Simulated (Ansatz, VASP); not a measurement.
**BAs in VASP and in Ansatz**

INCAR

```
SYSTEM = BAs
PREC     = Accurate       ! precision mode
ENCUT    = 420            ! plane-wave cutoff, eV
EDIFF    = 1E-6           ! SCF threshold, eV
ISMEAR   = 0              ! smearing method
SIGMA    = 0.03           ! smearing width, eV
LREAL    = .FALSE.        ! projectors in reciprocal space
LASPH    = .TRUE.         ! aspherical terms in the spheres
NELM     = 120            ! most SCF steps
ALGO     = Normal         ! electronic algorithm
ISIF     = 2              ! what is computed and relaxed
LWAVE    = .FALSE.        ! write WAVECAR
LCHARG   = .TRUE.         ! write CHGCAR
LDIPOL   = .TRUE.       
IDIPOL   = 3            
DIPOL    = 0.5 0.5 0.500
GGA      = PS             ! functional
LELF     = .TRUE.         ! ELF
LVHAR    = .TRUE.       
LVACPOTAV= .TRUE.       
NBANDS   = 11             ! bands
GGA_COMPAT= .FALSE.      
NELMDL   = -8
```

KPOINTS

```
regular mesh
0
G
  12 12 1
  0 0 0
```

File POSCAR:

```
BAs
1.0
    3.3621238510      0.0000000000      0.0000000000
   -1.6810619255      2.9116846657      0.0000000000
    0.0000000000      0.0000000000     16.0000000000
B As
1 1
Direct
    0.3333333333      0.6666666667      0.5000000000
    0.6666666667      0.3333333333      0.5000000000
```

Input for Ansatz:

```yaml
crystal:
  lattice:
    - [3.362123851, 0.0, 0.0]
    - [-1.6810619255, 2.9116846657, 0.0]
    - [0.0, 0.0, 16.0]
  atoms:
    - { symbol: B, position: [0.3333333333, 0.6666666667, 0.5] }
    - { symbol: As, position: [0.6666666667, 0.3333333333, 0.5] }
basis:
  ecutwfc: 420
kpoints:
  mp_grid: { grid: [12, 12, 1] }
hamiltonian:
  xc: pbesol
  pseudopotentials: { kind: paw, azcp: { folder: soft_1 } }
scf:
  occupations: { method: gaussian, width: 0.03 }
  n_extra_bands: 6
  max_iter: 160
output:
  forces: true
  eigenvalues: true
  write_density: true
  write_potential: true
  elf: true
  volumetric_format: npy
efield:
  axis: 3
  dipole_correction: true
```

Alike in both runs: task single point; functional PBEsol; k mesh 12 × 12 × 1; occupations gaussian, width 0.03 eV; no spin polarisation.

```csv
,VASP,Ansatz
version,VASP 6.6.1,Ansatz 0.2.0
potentials or method,"VASP PAW PBE potentials, release 64 (B, As), cutoff 420 eV","scalar-relativistic, plane waves, PAW"
valence electrons in the cell,8,18
```

|  | VASP | Ansatz | Ansatz less VASP |
| --- | --- | --- | --- |
| gap on the k mesh at the Fermi level (eV) | 0.74 | 0.75 | +0.011 |
| least direct gap on the mesh (eV) | 0.74 | 0.75 | +0.011 |

VASP's potentials were made for PBE, not for PBEsol, and Ansatz warns of the same on its side. The functional is the same, so the differences come from potentials, cutoffs and numerics. VASP's potentials hold 8 valence electrons a cell and Ansatz's 18, so a difference there can come from the potentials and not from the codes.
